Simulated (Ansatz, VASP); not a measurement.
**Zr18H in VASP and in Ansatz**

```xyz
19
Lattice="-4.8517 2.8011 5.1655 0.0000 -5.6023 5.1655 4.8517 2.8011 5.1655" Properties=species:S:1:pos:R:3 pbc="T T T"
Zr   -1.6113   -0.9203    6.4659
Zr   -3.2094    1.8601    6.4569
Zr    1.6064   -0.9207    6.4649
Zr   -0.0043   -3.6916    6.4578
Zr   -0.0028    1.8627    6.4662
Zr   -0.0028    1.8669   11.6526
Zr   -1.6128   -0.9220   11.6531
Zr    3.2032    1.8613    6.4573
Zr    1.6049   -0.9210   11.6544
Zr   -0.0027   -1.8545    9.0444
Zr   -1.6116    0.9293    9.0451
Zr    3.2035   -1.8492    9.0523
Zr    1.6063    0.9319    3.8585
Zr    1.6059    0.9293    9.0445
Zr   -3.2100   -1.8486    9.0525
Zr   -0.0041    3.6960    9.0521
Zr   -0.0033   -1.8548    3.8571
Zr   -1.6138    0.9321    3.8591
H    -0.0092    0.0168    0.0155
```

Alike in both runs: functional PBE; k mesh 3 × 3 × 3; occupations gaussian, width 0.1 eV; no spin polarisation.

Ansatz relaxed the structure, and its values are those at the end. VASP's run is a single point on that final structure, the one shown.

```csv
,VASP,Ansatz
version,VASP 6.6.1,Ansatz 0.2.0
potentials or method,"VASP PAW PBE potentials, release 64 (Zr_sv, H), cutoff 520 eV","scalar-relativistic, plane waves, PAW"
valence electrons in the cell,217,217
```

|  | VASP | Ansatz | Ansatz less VASP |
| --- | --- | --- | --- |
| gap on the k mesh at the Fermi level (eV) | none | none | - |
| rms of the force components (eV/Å) | 0.009 | 0.009 | -0.0002 |

A gap of «none» marks a metal or a gap that the smearing closes.
